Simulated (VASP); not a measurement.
# WC (Fm-3m) in VASP: single point with PBEsol+D3(BJ)

Aim: the single point of WC with PBEsol+D3(BJ).

Everything below comes from runs of VASP 6.6.1. Logs are shortened: lines on timing, memory, paths and dates and some standing lists are left out, and cuts for length are marked.

## Step 1: The cell of the first run

The structure is cubic, space group Fm-3m (No. 225). Conventional cell: a = 4.319 Å, b = 4.319 Å, c = 4.319 Å, α = 90.00°, β = 90.00°, γ = 90.00°. W (site symmetry m-3m) has 6 C at 2.16 Å within 2.9 Å. C (site symmetry m-3m) has 6 W at 2.16 Å within 2.9 Å.

## Step 2: Single point, PBEsol+D3(BJ)

Contents of INCAR:

```
PREC = Accurate
ENCUT = 1300
EDIFF = 1E-6
ISMEAR = 0
SIGMA = 0.1
LREAL = False
LASPH = True
NELM = 120
ALGO = Normal
ISIF = 2
LWAVE = False
LCHARG = False
GGA = PS
IVDW = 12
NBANDS = 16
GGA_COMPAT = False
```

Contents of KPOINTS:

```
Automatic mesh
0
Gamma
  11 11 11
```

Contents of POSCAR:

```
WC
1.0
    0.0000000000      2.1597181537      2.1597181537
    2.1597181537      0.0000000000      2.1597181537
    2.1597181537      2.1597181537      0.0000000000
W C
1 1
Direct
    0.0000000000      0.0000000000      0.0000000000
    0.5000000000      0.5000000000      0.5000000000
```

Potentials or basis: VASP PAW PBE potentials, release 64 (W_sv, C_h).

On the command line:

```bash
cat potpaw_PBE.64/W_sv/POTCAR potpaw_PBE.64/C_h/POTCAR > POTCAR
mpirun -np 1 vasp_std > vasp.out
```

OUTCAR:

```text
PREC = Accurate
   ENCUT = 1300
   EDIFF = 1E-6
   ISMEAR = 0
   LREAL = False
   LASPH = True
   NELM = 120
   ISIF = 2
   GGA = PS
   IVDW = 12
 IVDW          = 12

 ion  position               nearest neighbor table
   1  0.000  0.000  0.000-   2 2.16   2 2.16   2 2.16   2 2.16   2 2.16   2 2.16
   2  0.500  0.500  0.500-   1 2.16   1 2.16   1 2.16   1 2.16   1 2.16   1 2.16

  LATTYP: Found a face centered cubic cell.
 ALAT       =     4.3194363074

  Lattice vectors:

 A1 = (   0.0000000000,   2.1597181537,   2.1597181537)
 A2 = (   2.1597181537,   0.0000000000,   2.1597181537)
 A3 = (   2.1597181537,   2.1597181537,   0.0000000000)

Analysis of symmetry for initial positions (statically):
=====================================================================
 Subroutine PRICEL returns:
 Original cell was already a primitive cell.

 Routine SETGRP: Setting up the symmetry group for a
 face centered cubic supercell.

 Subroutine GETGRP returns: Found 48 space group operations
 (whereof 48 operations were pure point group operations)
 out of a pool of 48 trial point group operations.

The static configuration has the point symmetry O_h .

Analysis of symmetry for dynamics (positions and initial velocities):
=====================================================================
 Subroutine PRICEL returns:
 Original cell was already a primitive cell.

 Routine SETGRP: Setting up the symmetry group for a
 face centered cubic supercell.

 Subroutine GETGRP returns: Found 48 space group operations
 (whereof 48 operations were pure point group operations)
 out of a pool of 48 trial point group operations.

The dynamic configuration has the point symmetry O_h .

 Subroutine INISYM returns: Found 48 space group operations
 (whereof 48 operations are pure point group operations),
 and found     1 'primitive' translations

----------------------------------------------------------------------------------------

                                     Primitive cell

  volume of cell :      20.1475

  direct lattice vectors                    reciprocal lattice vectors
     0.000000000  2.159718154  2.159718154    -0.231511690  0.231511690  0.231511690
     2.159718154  0.000000000  2.159718154     0.231511690 -0.231511690  0.231511690
     2.159718154  2.159718154  0.000000000     0.231511690  0.231511690 -0.231511690

  length of vectors
     3.054302704  3.054302704  3.054302704     0.400990010  0.400990010  0.400990010

  position of ions in fractional coordinates (direct lattice)
     0.000000000  0.000000000  0.000000000
     0.500000000  0.500000000  0.500000000

  ion indices of the primitive-cell ions
   primitive index   ion index
                 1           1
                 2           2

----------------------------------------------------------------------------------------

 KPOINTS: Automatic mesh

Automatic generation of k-mesh.
 Grid dimensions read from file:
 generate k-points for:   11   11   11

 Generating k-lattice:

  Cartesian coordinates                     Fractional coordinates (reciprocal lattice)
    -0.021046517  0.021046517  0.021046517     0.090909091  0.000000000  0.000000000
     0.021046517 -0.021046517  0.021046517     0.000000000  0.090909091  0.000000000
     0.021046517  0.021046517 -0.021046517     0.000000000  0.000000000  0.090909091

  Length of vectors
     0.036453637  0.036453637  0.036453637

  Shift w.r.t. Gamma in fractional coordinates (k-lattice)
     0.000000000  0.000000000  0.000000000

 Subroutine IBZKPT returns following result:
 ===========================================

 Found     56 irreducible k-points:

 Following reciprocal coordinates:
            Coordinates               Weight
  0.000000  0.000000  0.000000      1.000000
  0.090909  0.000000  0.000000      8.000000
  0.181818  0.000000  0.000000      8.000000
  0.272727  0.000000  0.000000      8.000000
  0.363636  0.000000  0.000000      8.000000
  0.454545  0.000000  0.000000      8.000000
[... 16 lines left out ...]
 -0.272727  0.181818  0.000000     24.000000
 -0.181818  0.181818  0.000000     12.000000
 [... further k-points ...]
   k-points           NKPTS =     56   k-points in BZ     NKDIM =     56   number of bands    NBANDS=     16
   number of dos      NEDOS =    301   number of ions     NIONS =      2
   total plane-waves  NPLWV =  46656
   dimension x,y,z NGX =    36 NGY =   36 NGZ =   36
   dimension x,y,z NGXF=    72 NGYF=   72 NGZF=   72
   ions per type =               1   1
   NGX,Y,Z   is equivalent  to a cutoff of  19.59, 19.59, 19.59 a.u.
   NGXF,Y,Z  is equivalent  to a cutoff of  39.19, 39.19, 39.19 a.u.
 SYSTEM =  unknown system
   PREC   = accura    normal or accurate (medium, high low for compatibility)
   ISTART =      0    job   : 0-new  1-cont  2-samecut
   ICHARG =      2    charge: 1-file 2-atom 10-const
   ISPIN  =      1    spin polarized calculation?
   LNONCOLLINEAR =      F non collinear calculations
   LSORBIT =      F    spin-orbit coupling
   LASPH  =      T    aspherical Exc in radial PAW
   ENCUT  = 1300.0 eV  95.55 Ry    9.77 a.u.   8.98  8.98  8.98*2*pi/ulx,y,z
   NELM   =    120;   NELMIN=  2; NELMDL= -5     # of ELM steps
   EDIFF  = 0.1E-05   stopping-criterion for ELM
   LREAL  =      F    real-space projection
   EDIFFG = 0.1E-04   stopping-criterion for IOM
   NSW    =      0    number of steps for IOM
   IBRION =     -1    ionic relax: 0-MD 1-quasi-New 2-CG
   NFREE  =      0    steps in history (QN), initial steepest desc. (CG)
   ISIF   =      2    stress and relaxation
   ISYM   =      2    0-nonsym 1-usesym 2-fastsym
   POTIM  = 0.5000    time-step for ionic-motion
   TEBEG  =    0.0;   TEEND  =   0.0 temperature during run
   PSTRESS=    0.0 pullay stress
   NELECT =      18.0000    total number of electrons
   NUPDOWN=      -1.0000    fix difference up-down
   EMIN   =  10.00;   EMAX   =-10.00  energy-range for DOS
   EFERMI =   0.00;   METHOD = LEGACY
   ISMEAR =     0;   SIGMA  =   0.10  broadening in eV -4-tet -1-fermi 0-gaus
   EFERMI_NEDOS =   21; number of points for ismear=-14 and -15
   IALGO  =     38    algorithm
   IMIX   =      4    mixing-type and parameters
     AMIX     =   0.40;   BMIX     =  1.00
     AMIX_MAG =   1.60;   BMIX_MAG =  1.00
  volume/ion in A,a.u.               =      10.07        67.98
  Fermi-wavevector in a.u.,A,eV,Ry     =   1.576735  2.979596 33.825334  2.486092
  Thomas-Fermi vector in A             =   2.677523
   LORBIT       =      0    0 simple, 1 ext, 2 COOP (PROOUT), +10 PAW based schemes
   GGA     = PS    functional components
   LHFCALC =     F    Hartree Fock is set to
   AEXX    =    0.0000 exact exchange contribution
   IVDW    =    12    specifies the selected vdW correction
   LEPSILON=     F    determine dielectric tensor
   LRPA    =     F    only Hartree local field effects (RPA)
 non-spin polarized calculation
 Gauss-broadening in eV      SIGMA  =   0.10
  energy-cutoff  :     1300.00
  volume of cell :       20.15
 maximum number of plane-waves:      2164
   NGX = 17   NGY = 17   NGZ = 17

 number of electron      18.0000000 magnetization

 Free energy of the ion-electron system (eV)
  ---------------------------------------------------
  ext. energy  EPLUGINS =         0.00000000
  ---------------------------------------------------
  free energy    TOTEN  =       -22.98235544 eV

  energy without entropy =      -22.97513432  energy(sigma->0) =      -22.97874488

 E-fermi :  13.2973     XC(G=0): -14.1351

 val. band max:       13.2769260355   @ k =  -0.2727   0.4545   0.1818
 cond. band min:      13.3063166842   @ k =   0.2727   0.2727   0.0000
 fundamental gap:      0.0293906487
 Fermi energy:        13.2973466863

 k-point     1 :       0.0000    0.0000    0.0000
  band No.  band energies     occupation
      1     -62.0461      2.00000
      2     -26.0382      2.00000
      3     -26.0382      2.00000
      4     -26.0382      2.00000
      5      -2.8818      2.00000
      6      10.3607      2.00000
[... 8 lines left out ...]
     15      22.8700      0.00000
     16      37.3709      0.00000

 k-point     2 :       0.0909    0.0000    0.0000
  band No.  band energies     occupation
      1     -62.0425      2.00000
      2     -26.0968      2.00000
      3     -26.0443      2.00000
      4     -26.0443      2.00000
      5      -2.6345      2.00000
      6       9.5646      2.00000
[... 8 lines left out ...]
     15      23.4499      0.00000
     16      34.9889      0.00000

 k-point     3 :       0.1818    0.0000    0.0000
  band No.  band energies     occupation
      1     -62.0326      2.00000
      2     -26.2511      2.00000
      3     -26.0607      2.00000
      4     -26.0607      2.00000
      5      -1.9306      2.00000
      6       8.0591      2.00000
[... 8 lines left out ...]
     15      24.8570      0.00000
     16      32.0205      0.00000

 k-point     4 :       0.2727    0.0000    0.0000
  band No.  band energies     occupation
      1     -62.0196      2.00000
      2     -26.4477      2.00000
      3     -26.0820      2.00000
      4     -26.0820      2.00000
      5      -0.8733      2.00000
      6       6.4439      2.00000
[... 8 lines left out ...]
     15      26.0130      0.00000
     16      30.1236      0.00000
[... 324 lines left out ...]
 k-point    22 :      -0.3636    0.1818    0.0000
  band No.  band energies     occupation
      1     -61.9961      2.00000
      2     -26.6333      2.00000
      3     -26.2708      2.00000
      4     -26.1312      2.00000
      5       1.1767      2.00000
      6       4.1813      2.00000
[... 8 lines left out ...]
     15      26.0744      0.00000
     16      26.9735      0.00000

 k-point    23 :      -0.2727    0.1818    0.0000
  band No.  band energies     occupation
      1     -62.0041      2.00000
      2     -26.5402      2.00000
      3     -26.2540      2.00000
      4     -26.0993      2.00000
      5       0.3670      2.00000
      6       4.9993      2.00000
[... 8 lines left out ...]
     15      26.3074      0.00000
     16      27.0658      0.00000

 k-point    24 :      -0.1818    0.1818    0.0000
  band No.  band energies     occupation
      1     -62.0152      2.00000
      2     -26.4257      2.00000
      3     -26.1966      2.00000
      4     -26.0717      2.00000
      5      -0.6112      2.00000
      6       6.1436      2.00000
[... 8 lines left out ...]
     15      26.3667      0.00000
     16      27.5030      0.00000

 [... further k-points ...]

------------------------ aborting loop because EDIFF is reached ----------------------------------------

 Edisp (eV)   -0.92637

 E8    (eV) :    -0.6382

  FORCE on cell =-STRESS in cart. coord.  units (eV):
  Direction    XX          YY          ZZ          XY          YZ          ZX
  --------------------------------------------------------------------------------------
  -------------------------------------------------------------------------------------
  Total       0.13962     0.13962     0.13962     0.00000    -0.00000     0.00000
  in kB      11.10275    11.10275    11.10275     0.00000    -0.00000     0.00000
  external pressure =       11.10 kB  Pullay stress =        0.00 kB

 VOLUME and BASIS-vectors are now :
 -----------------------------------------------------------------------------
  energy-cutoff  :     1300.00
  volume of cell :       20.15
      direct lattice vectors                 reciprocal lattice vectors
     0.000000000  2.159718154  2.159718154    -0.231511690  0.231511690  0.231511690
     2.159718154  0.000000000  2.159718154     0.231511690 -0.231511690  0.231511690
     2.159718154  2.159718154  0.000000000     0.231511690  0.231511690 -0.231511690

 POSITION                                       TOTAL-FORCE (eV/Angst)
 -----------------------------------------------------------------------------------
      0.00000      0.00000      0.00000         0.000000      0.000000      0.000000
      2.15972      2.15972      2.15972        -0.000000     -0.000000     -0.000000
 -----------------------------------------------------------------------------------
    total drift:                               -0.000000      0.000000      0.000000

  FREE ENERGIE OF THE ION-ELECTRON SYSTEM (eV)
  ---------------------------------------------------
  free  energy   TOTEN  =       -23.9087233825 eV

  energy  without entropy=      -23.9015022700  energy(sigma->0) =      -23.90511283
```

It took 1.8 min on 1 thread of AMD EPYC, shared host; peak memory 0.24 GiB.

Results:

| Item | Value |
| --- | --- |
| Free energy | -23.9087 eV |
| Pressure | 1.1 GPa |
| Band gap on the k mesh | zero (bands 9 and 10 overlap by 3.29 eV) |
| Dispersion energy per atom | -0.463 eV |

Caveat: the PAW data sets were made with another functional, which shifts forces and pressure a little; spin-orbit coupling is left out, which moves the levels of the heavy elements.

The gap in the log of VASP goes by the Fermi energy; the results here count the filled bands.